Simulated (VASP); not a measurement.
# Bi (Im-3m) in VASP: further runs, part 2 of 2

VASP 6.6.1. Earlier steps stand in the parts before.

## Step 3: Single point, PBEsol, non-collinear spin, zero start, spin-orbit coupling

This run uses another cell than the first one, of 21.77 Å³/atom, 1.145 times its volume.

Input file INCAR:

```
PREC = Accurate ; ENCUT = 520
EDIFF = 1E-6 ; ISMEAR = 0
SIGMA = 0.05 ; LREAL = F
LASPH = T ; NELM = 150
ALGO = Fast ; ISIF = 2
LWAVE = F ; LCHARG = F
MAGMOM = 0 0 0 ; LORBIT = 11
LSORBIT = T ; GGA_COMPAT = F
LORBMOM = T ; GGA = PS
NBANDS = 26
```

Input file KPOINTS:

```
regular mesh
0
Gamma
  20 20 20
```

Input file POSCAR:

```
Bi
1.0
   -1.7589355430      1.7589355430      1.7589355430
    1.7589355430     -1.7589355430      1.7589355430
    1.7589355430      1.7589355430     -1.7589355430
Bi
1
Direct
    0.0000000000      0.0000000000      0.0000000000
```

Potentials or basis: VASP PAW PBE potentials, release 64 (Bi_d).

On the command line:

```sh
$ cat potpaw_PBE.64/Bi_d/POTCAR > POTCAR
$ mpirun -np 1 vasp_ncl > vasp.out
```

OUTCAR:

```text
PREC = Accurate
   ENCUT = 520
   EDIFF = 1E-6
   ISMEAR = 0
   LREAL = F
   LASPH = T
   NELM = 150
   ISIF = 2
   LORBIT = 11
   LSORBIT = T
   GGA = PS

 ion  position               nearest neighbor table
   1  0.000  0.000  0.000-

  LATTYP: Found a body centered cubic cell.
 ALAT       =     3.5178710860

  Lattice vectors:

 A1 = (  -1.7589355430,   1.7589355430,   1.7589355430)
 A2 = (   1.7589355430,  -1.7589355430,   1.7589355430)
 A3 = (   1.7589355430,   1.7589355430,  -1.7589355430)

Analysis of symmetry for initial positions (statically):
=====================================================================
 Subroutine PRICEL returns:
[... 943 lines left out ...]
  1        -0.000   0.000  -0.000
 ----------------------------------------
           -0.000   0.000  -0.000

 Spin-Orbit-Coupling matrix elements

 Ion:    1  E_soc:     -1.6094178
 l=   1
     0.0000000    -0.2008852    -0.2008852
    -0.2008852     0.0000000    -0.2008852
    -0.2008852    -0.2008852     0.0000000
 l=   2
     0.0000000    -0.0134703     0.0000000    -0.0134703    -0.0538808
    -0.0134703     0.0000000    -0.0404106    -0.0134703    -0.0134702
     0.0000000    -0.0404106     0.0000000    -0.0404106     0.0000000
    -0.0134703    -0.0134703    -0.0404106     0.0000000    -0.0134702
    -0.0538808    -0.0134702     0.0000000    -0.0134702     0.0000000
 l=   3
     0.0000000     0.0000000     0.0000000     0.0000000     0.0000000     0.0000000     0.0000000
     0.0000000     0.0000000     0.0000000     0.0000000     0.0000000     0.0000000     0.0000000
     0.0000000     0.0000000     0.0000000     0.0000000     0.0000000     0.0000000     0.0000000
     0.0000000     0.0000000     0.0000000     0.0000000     0.0000000     0.0000000     0.0000000
     0.0000000     0.0000000     0.0000000     0.0000000     0.0000000     0.0000000     0.0000000
     0.0000000     0.0000000     0.0000000     0.0000000     0.0000000     0.0000000     0.0000000
     0.0000000     0.0000000     0.0000000     0.0000000     0.0000000     0.0000000     0.0000000

 total charge

# of ion       s       p       d       tot
------------------------------------------
    1        1.541   1.509   9.989  13.040

 magnetization (x)

# of ion       s       p       d       tot
------------------------------------------
    1        0.000   0.000   0.000   0.000

 magnetization (y)

# of ion       s       p       d       tot
------------------------------------------
    1       -0.000  -0.000   0.000  -0.000

 magnetization (z)

# of ion       s       p       d       tot
------------------------------------------
    1        0.000   0.000   0.000   0.000
```

OSZICAR:

```text
N       E                     dE             d eps       ncg     rms          rms(c)
DAV:   1     0.159485229860E+03    0.15949E+03   -0.74952E+03 13560   0.161E+03
DAV:   2     0.100948842216E+02   -0.14939E+03   -0.14369E+03 13740   0.425E+02
DAV:   3    -0.376100797884E+01   -0.13856E+02   -0.13640E+02 15798   0.133E+02
DAV:   4    -0.421386578985E+01   -0.45286E+00   -0.45198E+00 16510   0.243E+01
DAV:   5    -0.423399916800E+01   -0.20133E-01   -0.20131E-01 19468   0.467E+00    0.979E-01
RMM:   6    -0.421997569429E+01    0.14023E-01   -0.60739E-03 18323   0.916E-01    0.549E-01
RMM:   7    -0.421266367131E+01    0.73120E-02   -0.72653E-03 19340   0.767E-01    0.449E-01
RMM:   8    -0.421235413565E+01    0.30954E-03   -0.11226E-03 21446   0.333E-01    0.399E-02
RMM:   9    -0.421229273161E+01    0.61404E-04   -0.18885E-04 21008   0.175E-01    0.163E-02
RMM:  10    -0.421229507631E+01   -0.23447E-05   -0.70517E-05 23001   0.820E-02    0.752E-03
RMM:  11    -0.421229394276E+01    0.11335E-05   -0.76743E-06 18714   0.270E-02    0.139E-03
RMM:  12    -0.421229364227E+01    0.30048E-06   -0.15227E-06 13561   0.114E-02
   1 F= -.42122936E+01 E0= -.42118922E+01  d E =-.802955E-03  mag=     0.0000     0.0000    -0.0000
```

stdout:

```text
POSCAR found type information on POSCAR Bi
 POSCAR found :  1 types and       1 ions
 scaLAPACK will be used
 -----------------------------------------------------------------------------
|                                                                             |
|                                                                             |
|     You enforced a specific xc type in the INCAR file but a different       |
|     I HOPE YOU KNOW WHAT YOU ARE DOING!                                     |
|                                                                             |
 -----------------------------------------------------------------------------

 LDA part: xc-table for (Slater+PW92), standard interpolation
 POSCAR, INCAR and KPOINTS ok, starting setup
 FFT: planning ... GRIDC
 FFT: planning ... GRID_SOFT
 FFT: planning ... GRID
 WAVECAR not read
 entering main loop
WARNING in EDDRMM: call to ZHEGV failed, returncode =   8  4     24
WARNING in EDDRMM: call to ZHEGV failed, returncode =   6  3     21
WARNING in EDDRMM: call to ZHEGV failed, returncode =   8  4     23
```

Wall time 2.5 min (1 thread of Intel Xeon 6975P-C (Granite Rapids), shared host); peak memory 0.33 GiB.

Results:

```yaml
Free_energy: -4.2123 eV
Pressure: 41.0 GPa
Net_moment: 0.00 μB per cell
Valence_electrons_inside_the_program's_atomic_spheres: Bi 13.04
```

Moments on the atoms (μB; x, y, z):
```
Bi  0.00 0.00 0.00
```

Caveat: the PAW data sets were made with another functional, which shifts forces and pressure a little.
